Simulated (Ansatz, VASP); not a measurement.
# Two plane-wave programs on SnO

```
Sn O
1.0
     3.92619    0.00000    0.00000
     0.00000    3.92619    0.00000
     0.00000    0.00000    4.91526
Sn O
2 2
Cartesian
  0.0000 1.9631 1.1243
  1.9631 0.0000 3.7910
  0.0000 0.0000 0.0000
  1.9631 1.9631 0.0000
```

Change from the starting cell: strain +0.015 along x and y, -0.030 along z, atoms carried along.

Alike in both runs: task single point; functional PBE; k mesh 10 × 10 × 8; occupations gaussian, width 0.05 eV; no spin polarisation.

|  | VASP | Ansatz |
| --- | --- | --- |
| version | VASP 6.6.1 | Ansatz 0.2.0 |
| potentials or method | VASP PAW PBE potentials, release 64 (Sn_d, O), cutoff 520 eV | scalar-relativistic, plane waves, PAW |
| valence electrons in the cell | 40 | 40 |

```csv
,VASP,Ansatz,Ansatz less VASP
gap on the k mesh at the Fermi level (eV),0.64,0.63,-0.006
least direct gap on the mesh (eV),1.90,1.93,+0.033
pressure (GPa),-0.4,-0.6,-0.18
"traceless stress, the component that is largest in VASP (GPa)",1.81,1.82,+0.006
rms of the force components (eV/Å),0.109,0.079,-0.0304
```

Atom by atom the forces differ by 0.030 eV/Å (rms over components).
